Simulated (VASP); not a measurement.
# B2SbP3 (P-3m1) in VASP: further runs, part 2 of 2

VASP 6.6.1. Earlier steps stand in the parts before.

### 4 Relaxation of cell and atoms, PBE

This run uses another cell than the first one, of 14.39 Å³/atom.

INCAR

```
SYSTEM = B2SbP3
ALGO = Normal
EDIFF = 1E-7
EDIFFG = -0.01
ENCUT = 600
GGA = PE
IBRION = 2
ISIF = 3
ISMEAR = 0
LASPH = .TRUE.
LCHARG = .FALSE.
LREAL = .FALSE.
LWAVE = .FALSE.
NELM = 80
NSW = 100
PREC = Accurate
SIGMA = 0.1
```

KPOINTS

```
k-points
0
G
  12 12 4
  0 0 0
```

POSCAR

```
B2SbP3
1.0
    3.1800803652      0.0000000000      0.0000000000
   -1.5900401826      2.7540303823      0.0000000000
    0.0000000000      0.0000000000      9.8598913608
B Sb P
2 1 3
Direct
    0.3333333333      0.6666666667      0.6501280364
    0.6666666667      0.3333333333      0.3498719636
    0.0000000000      0.0000000000      0.0000000000
    0.0000000000      0.0000000000      0.5000000000
    0.3333333333      0.6666666667      0.2684397048
    0.6666666667      0.3333333333      0.7315602952
```

Potentials or basis: VASP PAW PBE potentials, release 64 (B, Sb, P).

The run is started by

```sh
$ cat potpaw_PBE.64/B/POTCAR potpaw_PBE.64/Sb/POTCAR potpaw_PBE.64/P/POTCAR > POTCAR
$ mpirun -np 1 vasp_std > vasp.out
```

OUTCAR:

```text
SYSTEM = B2SbP3
   EDIFF = 1E-7
   EDIFFG = -0.01
   ENCUT = 600
   GGA = PE
   IBRION = 2
   ISIF = 3
   ISMEAR = 0
   LASPH = .TRUE.
   LREAL = .FALSE.
   NELM = 80
   NSW = 100
   PREC = Accurate

 ion  position               nearest neighbor table
   1  0.333  0.667  0.650-   6 2.00   6 2.00   6 2.00   4 2.36   4 2.36   4 2.36
   2  0.667  0.333  0.350-   5 2.00   5 2.00   5 2.00   4 2.36   4 2.36   4 2.36
   3  0.000  0.000  0.000-   5 3.22   6 3.22   5 3.22   6 3.22   6 3.22   5 3.22
   4  0.000  0.000  0.500-   1 2.36   2 2.36   1 2.36   2 2.36   2 2.36   1 2.36   5 2.93   6 2.93
                             6 2.93   5 2.93   6 2.93   5 2.93
   5  0.333  0.667  0.268-   2 2.00   2 2.00   2 2.00   4 2.93   4 2.93   4 2.93   3 3.22   3 3.22
                             3 3.22
   6  0.667  0.333  0.732-   1 2.00   1 2.00   1 2.00   4 2.93   4 2.93   4 2.93   3 3.22   3 3.22
                             3 3.22

  LATTYP: Found a hexagonal cell.
 ALAT       =     3.1800803652
 C/A-ratio  =     3.1005164111

  Lattice vectors:

 A1 = (   3.1800803652,   0.0000000000,   0.0000000000)
 A2 = (  -1.5900401826,   2.7540303823,   0.0000000000)
 A3 = (   0.0000000000,   0.0000000000,   9.8598913608)

Analysis of symmetry for initial positions (statically):
=====================================================================
 Subroutine PRICEL returns:
[... 302 lines left out ...]

 number of electron      26.0000000 magnetization

------------------------ aborting loop because EDIFF is reached ----------------------------------------
[... 75 lines left out ...]
--------------------------------------- Ionic step       13  -------------------------------------------

 number of electron      26.0000000 magnetization

 Free energy of the ion-electron system (eV)
  ---------------------------------------------------
  ext. energy  EPLUGINS =         0.00000000
  ---------------------------------------------------
  free energy    TOTEN  =       -31.21341118 eV

  energy without entropy =      -31.19781422  energy(sigma->0) =      -31.20561270

 E-fermi :   8.5242     XC(G=0): -10.9670

 val. band max:        8.5182423062   @ k =   0.3333   0.0833   0.2500
 cond. band min:       8.5263608967   @ k =   0.2500   0.0833   0.5000
 fundamental gap:      0.0081185906
 Fermi energy:         8.5241570424

 k-point     1 :       0.0000    0.0000    0.0000
  band No.  band energies     occupation
      1      -7.3082      2.00000
      2      -6.1308      2.00000
      3      -4.2726      2.00000
      4      -2.3380      2.00000
      5       0.8792      2.00000
      6       5.8943      2.00000
[... 457 lines left out ...]
      4      -2.2258      2.00000
      5       1.8250      2.00000
      6       4.6286      2.00000
[... 9 lines left out ...]
     16      11.5714      0.00000
     17      12.5160      0.00000

 [... further k-points ...]

------------------------ aborting loop because EDIFF is reached ----------------------------------------

  FORCE on cell =-STRESS in cart. coord.  units (eV):
  Direction    XX          YY          ZZ          XY          YZ          ZX
  --------------------------------------------------------------------------------------
  -------------------------------------------------------------------------------------
  Total       -0.0376175     -0.0376175     -0.0466786      0.0000000      0.0000000     -0.0000000
  in kB       -0.6925798     -0.6925798     -0.8594038      0.0000000      0.0000000     -0.0000000
  external PRESSURE =      -0.7481878 kB  Pullay stress =       0.0000000 kB
[... 21 lines left out ...]
  FREE ENERGIE OF THE ION-ELECTRON SYSTEM (eV)
  ---------------------------------------------------
  free  energy   TOTEN  =       -31.2134111810 eV

  energy  without entropy=      -31.1978142247  energy(sigma->0) =      -31.20561270

 reached required accuracy - stopping structural energy minimisation
```

OSZICAR:

```text
N       E                     dE             d eps       ncg     rms          rms(c)
DAV:   1     0.111246836352E+03    0.11125E+03   -0.11936E+04  2346   0.147E+03
DAV:   2    -0.249553046399E+02   -0.13620E+03   -0.13433E+03  3055   0.222E+02
[... 113 lines left out ...]
       N       E                     dE             d eps       ncg     rms          rms(c)
DAV:   1    -0.312134272392E+02   -0.89692E-04   -0.22164E-02  2347   0.940E-01    0.672E-02
DAV:   2    -0.312134361700E+02   -0.89308E-05   -0.11125E-03  3135   0.229E-01    0.307E-02
DAV:   3    -0.312134184353E+02    0.17735E-04   -0.93957E-05  3091   0.535E-02    0.167E-02
DAV:   4    -0.312134122202E+02    0.62151E-05   -0.32348E-05  3024   0.307E-02    0.940E-03
DAV:   5    -0.312134111570E+02    0.10632E-05   -0.64388E-06  3004   0.152E-02    0.320E-03
DAV:   6    -0.312134111810E+02   -0.23967E-07   -0.71365E-07  2631   0.533E-03
  13 F= -.31213411E+02 E0= -.31205613E+02  d E =-.196605E-03
```

It took 26 min on 1 thread of Intel Xeon 8259CL, shared host; peak memory 0.34 GiB.

What came out:

- Free energy: -31.2134 eV
- Relaxed volume: 14.50 Å³/atom
- Relaxed cell: a = 3.159 Å, b = 3.159 Å, c = 10.068 Å, α = 90.00°, β = 90.00°, γ = 120.00°
- Space group after relaxing (to 0.1 Å): P-3m1 (No. 164)
- Energy gained by relaxing: 5.2 meV/atom
- Ionic steps: 13
- Pressure after relaxing: -0.1 GPa
- Largest force after relaxing: 0.004 eV/Å
- Band gap on the k mesh: zero (bands 13 and 14 overlap by 3.30 eV)

Forces in eV/Å, atoms in the order of the input:
```
B    0.000  0.000  0.001
B    0.000  0.000 -0.001
Sb   0.000  0.000  0.000
P    0.000  0.000  0.000
P    0.000  0.000  0.004
P    0.000  0.000 -0.004
```

The path:
```tsv
step	energy change (eV)	largest force (eV/Å)	pressure (GPa)	volume (Å³)
1	0.0000	0.1804	-0.09	86.35
2	-0.0244	0.1135	0.38	86.24
3	-0.0260	0.1113	0.55	86.19
4	-0.0281	0.1159	-0.18	86.84
5	-0.0282	0.1171	-0.35	86.99
6	-0.0298	0.0691	-0.21	87.07
7	-0.0305	0.0352	-0.04	87.15
8	-0.0305	0.0400	-0.03	87.16
9	-0.0307	0.0318	-0.02	87.13
10	-0.0309	0.0069	0.01	87.06
11	-0.0310	0.0058	0.02	87.04
12	-0.0311	0.0038	-0.02	87.03
13	-0.0311	0.0040	-0.07	87.02
```

Final structure:
```cif
data_structure
_symmetry_space_group_name_H-M 'P 1'
_symmetry_Int_Tables_number 1
_cell_length_a 3.1592
_cell_length_b 3.1592
_cell_length_c 10.0682
_cell_angle_alpha 90.000
_cell_angle_beta 90.000
_cell_angle_gamma 120.000
_cell_volume 87.02
loop_
_atom_site_label
_atom_site_type_symbol
_atom_site_fract_x
_atom_site_fract_y
_atom_site_fract_z
_atom_site_occupancy
B1 B 0.33333 0.66667 0.65470 1
B2 B 0.66667 0.33333 0.34530 1
Sb1 Sb 0.00000 0.00000 0.00000 1
P1 P 0.00000 0.00000 0.50000 1
P2 P 0.33333 0.66667 0.26664 1
P3 P 0.66667 0.33333 0.73336 1
```

Levels at points of the mesh, in eV from the Fermi level:
```tsv
k point	band 11	band 12	band 13	band 14	band 15	band 16
(0.00, 0.00, 0.00)	-0.95	0.95	0.95	3.56	3.57	3.57
(0.50, 0.00, 0.00)	-3.31	-3.28	-0.09	-0.08	0.78	1.29
(0.00, 0.00, 0.50)	0.82	0.95	0.95	1.38	3.49	3.49
(0.50, 0.00, 0.50)	-2.59	-2.27	-1.38	-0.02	0.92	1.52
```

Caveat: spin-orbit coupling is left out, which moves the levels of the heavy elements.

### 5 Overview

```tsv
task	cell	k mesh	cutoff (eV)	gap on the mesh (eV)	pressure (GPa)	relaxed volume (Å³/atom)	largest force (eV/Å)
single point	a = 3.160, b = 3.160, c = 10.071 Å, angles 90.0, 90.0, 120.0°, 6 atoms, atomic positions A	12 × 12 × 4	520	none	-0.2	-	0.01
relaxation of cell and atoms	relaxed from a = 3.737, b = 3.737, c = 9.077 Å, angles 90.0, 90.0, 120.0°, 6 atoms, atomic positions B	6 × 6 × 2	600	none	0.1	14.41	0.01
relaxation of cell and atoms	relaxed from a = 3.180, b = 3.180, c = 9.860 Å, angles 90.0, 90.0, 120.0°, 6 atoms, atomic positions C	12 × 12 × 4	600	none	-0.1	14.50	-
```

Alike in all rows: level PBE; potentials or basis VASP PAW PBE potentials, release 64 (B, Sb, P); no spin polarisation; smearing gaussian 0.1 eV.

Caveats: spin-orbit coupling is left out, which moves the levels of the heavy elements; the volume moved by over 15 % at a fixed basis, so the end points are rough (at least some runs).

Total energies depend on the potentials used, so only differences within one code and one set of settings carry meaning.
